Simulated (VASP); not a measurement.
In:

```
In
1.0
     3.04506    0.00000    0.00000
     0.00000    3.04506    0.00000
     0.00000    0.00000    3.04506
In
1
Direct
  0.00000 0.00000 0.00000
```

This isn't the form of In at room conditions, which is tetragonal.

* Program: VASP 6.6.1
* Task: relaxation of cell and atoms
* Functional: BLYP
* Potentials or basis: VASP PAW PBE potentials, release 64 (In_d)
* Cutoff: 600 eV
* k mesh: 10 × 10 × 10
* Occupations: fermi-dirac, width 0.1 eV
* Spin: no spin polarisation

At the start: pressure 5.1 GPa; volume 28.24 Å³/atom.

How do energy, volume and symmetry change on relaxing?

Over 16 steps the energy falls by 63.4 meV/atom and the volume is 33.04 Å³/atom (+17.0 %); space group Pm-3m (No. 221, to 0.1 Å) before and after.

Step by step:
| step | energy change (eV) | largest force (eV/Å) | pressure (GPa) | volume (Å³) |
| --- | --- | --- | --- | --- |
| 1 | 0.0000 | 0.0000 | 5.07 | 28.24 |
| 2 | -0.0613 | 0.0000 | 0.64 | 32.05 |
| 3 | -0.0634 | 0.0000 | -0.05 | 33.13 |
| 4 | -0.0634 | 0.0000 | 0.05 | 33.02 |
| 5 | -0.0634 | 0.0000 | 0.06 | 33.03 |
| 6 | -0.0634 | 0.0000 | 0.08 | 33.03 |
| 7 | -0.0634 | 0.0000 | 0.05 | 33.03 |
| 8 | -0.0634 | 0.0000 | 0.05 | 33.03 |
| 9 | -0.0634 | 0.0000 | 0.05 | 33.03 |
| 10 | -0.0634 | 0.0000 | 0.05 | 33.03 |
| 11 | -0.0634 | 0.0000 | 0.05 | 33.03 |
| 12 | -0.0634 | 0.0000 | 0.05 | 33.03 |
| 13 | -0.0634 | 0.0000 | 0.06 | 33.03 |
| 14 | -0.0634 | 0.0000 | 0.07 | 33.03 |
| 15 | -0.0634 | 0.0000 | 0.08 | 33.03 |
| 16 | -0.0634 | 0.0000 | 0.04 | 33.04 |

Final structure:
```
In
1.0
     3.20873    0.00000    0.00000
     0.00000    3.20873    0.00000
     0.00000    0.00000    3.20873
In
1
Direct
  0.00000 0.00000 0.00000
```

Caveat: the volume moved by over 15 % at a fixed basis, so the end points are rough; the PAW data sets were made with another functional, which shifts forces and pressure a little.
